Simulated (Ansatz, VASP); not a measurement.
**One calculation of Mo, two programs**

```xyz
1
Lattice="-1.5556 1.5556 1.5556 1.5556 -1.5556 1.5556 1.5556 1.5556 -1.5556" Properties=species:S:1:pos:R:3 pbc="T T T"
Mo    0.0000    0.0000    0.0000
```

Alike in both runs: functional LDA; k mesh 13 × 13 × 13; occupations fermi-dirac, width 0.15 eV; no spin polarisation.

Ansatz relaxed the structure, and its values are those at the end. VASP's run is a single point on that final structure, the one shown.

|  | VASP | Ansatz |
| --- | --- | --- |
| version | VASP 6.6.1 | Ansatz 0.2.0 |
| potentials or method | VASP PAW LDA potentials, release 64 (Mo_sv) | plane waves, PAW |
| plane-wave cutoff (eV) | 520 | 420 |
| valence electrons in the cell | 14 | 14 |

|  | VASP | Ansatz | Ansatz less VASP |
| --- | --- | --- | --- |
| pressure (GPa) | 1.2 | 0.0 | -1.21 |

LDA's correlation is that of Perdew and Zunger in VASP and of Perdew and Wang (1992) in Ansatz. Ansatz's warnings: stress scf threshold loose.
